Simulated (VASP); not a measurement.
Set up this calculation in VASP 6.6.1, as the native input.

```
Task                   : single point
Functional             : PBE
Dispersion             : D3(BJ)
Potentials or basis    : VASP PAW PBE potentials, release 64 (Tl_d)
Cutoff                 : 520 eV
k mesh                 : 14 × 14 × 14
Occupations            : gaussian, width 0.1 eV
Spin                   : no spin polarisation
Dipole correction      : no
Further INCAR settings : ALGO = Fast; EDIFF = 1e-07; NBANDS = 12
```

The structure of Tl lies in POSCAR:

```
Tl
1.0
    0.0000000000      2.5273045983      2.5273045983
    2.5273045983      0.0000000000      2.5273045983
    2.5273045983      2.5273045983      0.0000000000
Tl
1
Direct
    0.0000000000      0.0000000000      0.0000000000
```

This isn't the form of Tl at room conditions, which is hcp.

One way to write it, as run:

INCAR

```
PREC     = Accurate       # precision mode
ENCUT    = 520            # plane-wave cutoff, eV
EDIFF    = 1E-7           # SCF threshold, eV
ISMEAR   = 0              # smearing method
SIGMA    = 0.1            # smearing width, eV
LREAL    = False          # projectors in reciprocal space
LASPH    = True           # aspherical terms in the spheres
NELM     = 60             # most SCF steps
ALGO     = Fast           # electronic algorithm
ISIF     = 2              # what is computed and relaxed
LWAVE    = False          # write WAVECAR
LCHARG   = False          # write CHGCAR
GGA      = PE             # functional
IVDW     = 12             # dispersion correction
NBANDS   = 12             # bands
```

KPOINTS

```
regular mesh
0
Gamma
  14 14 14
```

Potentials or basis: VASP PAW PBE potentials, release 64 (Tl_d).

Run with:

```sh
$ cat potpaw_PBE.64/Tl_d/POTCAR > POTCAR
$ mpirun -np 1 vasp_std > vasp.out
```

Results of the run:

```yaml
Pressure: -2.5 GPa
Band_gap_on_the_k_mesh: zero (an odd number of electrons rules out a gap without spin polarisation)
Dispersion_energy_per_atom: -0.302 eV
```

Caveat: spin-orbit coupling is left out, which moves the levels of the heavy elements.

It took 26 s on 1 thread of Intel(R) Xeon(R) Platinum 8488C (Sapphire Rapids), with other jobs on the host, peak memory 0.18 GiB.
